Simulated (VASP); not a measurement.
# CaO (I-4m2) in VASP: further runs, part 2 of 2

VASP 6.6.1. The steps go on from the part before.

## 3. Single point, r2SCAN (uniaxial x strain -4.1%)

Input file POSCAR:

```
CaO
1.0
    0.0000000000      2.6067317416      2.6067317416
    2.5006377597      0.0000000000      2.6067317416
    2.5006377597      2.6067317416      0.0000000000
Ca O
1 1
Direct
    0.0000000000      0.0000000000      0.0000000000
    0.2500000000      0.2500000000      0.2500000000
```

Input file INCAR.step1:

```
PREC = Accurate
ENCUT = 520
ISMEAR = 0
SIGMA = 0.01
LREAL = F
LASPH = T
NELM = 100
NBANDS = 15
GGA = PE
ALGO = Normal
EDIFF = 1E-4
LWAVE = T
LCHARG = F
```

Input file INCAR.step2:

```
PREC = Accurate
ENCUT = 520
EDIFF = 1E-6
ISMEAR = 0
SIGMA = 0.01
LREAL = F
LASPH = T
NELM = 100
ALGO = Normal
ISIF = 2
LWAVE = F
LCHARG = F
METAGGA = R2SCAN
LMIXTAU = T
NBANDS = 15
ISTART = 1
```

Input file KPOINTS:

```
Automatic mesh
0
Gamma
  8 8 8
```

Potentials or basis: VASP PAW PBE potentials, release 64 (Ca_sv, O).

The run is started by

```bash
$ cat potpaw_PBE.64/Ca_sv/POTCAR potpaw_PBE.64/O/POTCAR > POTCAR
$ cp INCAR.step1 INCAR
$ mpirun -np 1 vasp_std > vasp.out
$ cp INCAR.step2 INCAR
$ mpirun -np 1 vasp_std > vasp.out
```

OUTCAR:

```text
PREC = Accurate
   ENCUT = 520
   EDIFF = 1E-6
   ISMEAR = 0
   LREAL = F
   LASPH = T
   NELM = 100
   ISIF = 2
   METAGGA = R2SCAN
   ISTART = 1

 ion  position               nearest neighbor table
   1  0.000  0.000  0.000-   2 2.23   2 2.23   2 2.23   2 2.23
   2  0.250  0.250  0.250-   1 2.23   1 2.23   1 2.23   1 2.23

  LATTYP: Found a body centered tetragonal cell.
 ALAT       =     3.6864753824
 C/A-ratio  =     1.3566550704

  Lattice vectors:

 A1 = (  -2.5006377597,   0.0000000000,  -2.6067317416)
 A2 = (  -2.5006377597,   0.0000000000,   2.6067317416)
 A3 = (   2.5006377597,   2.6067317416,   0.0000000000)

Analysis of symmetry for initial positions (statically):
=====================================================================
 Subroutine PRICEL returns:
 Original cell was already a primitive cell.

 Routine SETGRP: Setting up the symmetry group for a
 body centered tetragonal supercell.

 Subroutine GETGRP returns: Found  8 space group operations
 (whereof  8 operations were pure point group operations)
 out of a pool of 16 trial point group operations.

The static configuration has the point symmetry D_2d.

Analysis of symmetry for dynamics (positions and initial velocities):
=====================================================================
 Subroutine PRICEL returns:
 Original cell was already a primitive cell.

 Routine SETGRP: Setting up the symmetry group for a
 body centered tetragonal supercell.

 Subroutine GETGRP returns: Found  8 space group operations
 (whereof  8 operations were pure point group operations)
 out of a pool of 16 trial point group operations.

The dynamic configuration has the point symmetry D_2d.

 Subroutine INISYM returns: Found  8 space group operations
 (whereof  8 operations are pure point group operations),
 and found     1 'primitive' translations

----------------------------------------------------------------------------------------

                                     Primitive cell

  volume of cell :      33.9839

  direct lattice vectors                    reciprocal lattice vectors
     0.000000000  2.606731742  2.606731742    -0.199948992  0.191811068  0.191811068
[... 119 lines left out ...]
  energy-cutoff  :      520.00
  volume of cell :       33.98
 maximum number of plane-waves:       934
   NGX = 13   NGY = 13   NGZ = 13

 number of electron      15.9999997 magnetization

 Free energy of the ion-electron system (eV)
  ---------------------------------------------------
  ext. energy  EPLUGINS =         0.00000000
  ---------------------------------------------------
  free energy    TOTEN  =       -18.91361691 eV

  energy without entropy =      -18.91361691  energy(sigma->0) =      -18.91361691

 E-fermi :   0.5266     XC(G=0):  -9.7784

 val. band max:        0.3652624725   @ k =   0.5000   0.5000   0.0000
 cond. band min:       4.2184803183   @ k =   0.0000   0.0000   0.0000
 fundamental gap:      3.8532178459
 Fermi energy:         0.5265947734

 k-point     1 :       0.0000    0.0000    0.0000
  band No.  band energies     occupation
      1     -38.0459      2.00000
      2     -18.1038      2.00000
      3     -18.0924      2.00000
      4     -18.0923      2.00000
      5     -15.4824      2.00000
      6      -0.3698      2.00000
      7      -0.3698      2.00000
      8      -0.3415      2.00000
      9       4.2185      0.00000
     10       8.9897      0.00000
     11       9.3173      0.00000
     12      10.7661      0.00000
     13      10.7661      0.00000
     14      11.1462      0.00000
[... 401 lines left out ...]
      2     -18.7630      2.00000
      3     -18.2027      2.00000
      4     -18.1372      2.00000
      5     -14.8005      2.00000
      6      -0.6969      2.00000
      7      -0.1777      2.00000
      8      -0.1411      2.00000
      9       6.3774      0.00000
     10       8.3155      0.00000
     11       8.7018      0.00000
     12      10.1913      0.00000
     13      11.2008      0.00000
     14      11.2946      0.00000
     15      14.2965      0.00000

 [... further k-points ...]

------------------------ aborting loop because EDIFF is reached ----------------------------------------

  FORCE on cell =-STRESS in cart. coord.  units (eV):
  Direction    XX          YY          ZZ          XY          YZ          ZX
  --------------------------------------------------------------------------------------
  -------------------------------------------------------------------------------------
  Total        1.0020464      0.9830254      0.9830254      0.0000000      0.0000000      0.0000000
  in kB       47.2416378     46.3448904     46.3448904      0.0000000      0.0000000      0.0000000
  external PRESSURE =      46.6438062 kB  Pullay stress =       0.0000000 kB

 VOLUME and BASIS-vectors are now :
 -----------------------------------------------------------------------------
  energy-cutoff  :      520.00
  volume of cell :       33.98
      direct lattice vectors                 reciprocal lattice vectors
     0.000000000  2.606731742  2.606731742    -0.199948992  0.191811068  0.191811068
     2.500637760  0.000000000  2.606731742     0.199948992 -0.191811068  0.191811068
     2.500637760  2.606731742  0.000000000     0.199948992  0.191811068 -0.191811068

 POSITION                                       TOTAL-FORCE (eV/Angst)
 -----------------------------------------------------------------------------------
      0.00000      0.00000      0.00000         0.000000     -0.000000      0.000000
      1.25032      1.30337      1.30337        -0.000000      0.000000     -0.000000
 -----------------------------------------------------------------------------------
    total drift:                                0.000000     -0.000000     -0.000000

  FREE ENERGIE OF THE ION-ELECTRON SYSTEM (eV)
  ---------------------------------------------------
  free  energy   TOTEN  =       -18.9136169089 eV

  energy  without entropy=      -18.9136169089  energy(sigma->0) =      -18.91361691
```

Run time: 4.9 min. Hardware: 1 thread of Intel Xeon 8259CL, shared host; peak memory 0.18 GiB.

Results:

```
Free energy            : -18.9136 eV
Pressure               : 4.7 GPa
Band gap on the k mesh : 3.85 eV (least direct gap 4.56 eV)
```

Stress tensor (GPa, compression positive):
```
4.72 0.00 0.00
0.00 4.63 0.00
0.00 0.00 4.63
```

Caveat: the cell differs from its parent crystal (uniaxial x strain -4.1%); the cell stands under pressure; the structure was generated, so it needn't be the stable form of CaO; the PAW data sets were made with another functional, which shifts forces and pressure a little.
